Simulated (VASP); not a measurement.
A run of VASP 6.6.1 is set up as follows.

INCAR

```
PREC = Accurate
ENCUT = 520
EDIFF = 1E-8
ISMEAR = -1
SIGMA = 0.05
LREAL = False
LASPH = True
NELM = 100
ALGO = Normal
ISIF = 2
LWAVE = False
LCHARG = False
GGA = PS
LEFG = True
NBANDS = 8
```

File KPOINTS:

```
regular mesh
0
Gamma
  13 13 13
```

File POSCAR:

```
Sb
1.0
    3.1280786256      0.0000000000      0.0000000000
    0.0000000000      3.1280786256      0.0000000000
    0.0000000000      0.0000000000      3.1280786256
Sb
1
Direct
    0.0000000000      0.0000000000      0.0000000000
```

Potentials or basis: VASP PAW PBE potentials, release 64 (Sb).

Run with:

```bash
$ cat potpaw_PBE.64/Sb/POTCAR > POTCAR
$ mpirun -np 1 vasp_std > vasp.out
```

(1) Estimate the pressure.

Results:

(1) -3.5 GPa.

Caveat: without QUAD_EFG the Cq values of the log hold for a quadrupole moment of 1 mb, not for the nuclei; the PAW data sets were made with another functional, which shifts forces and pressure a little.
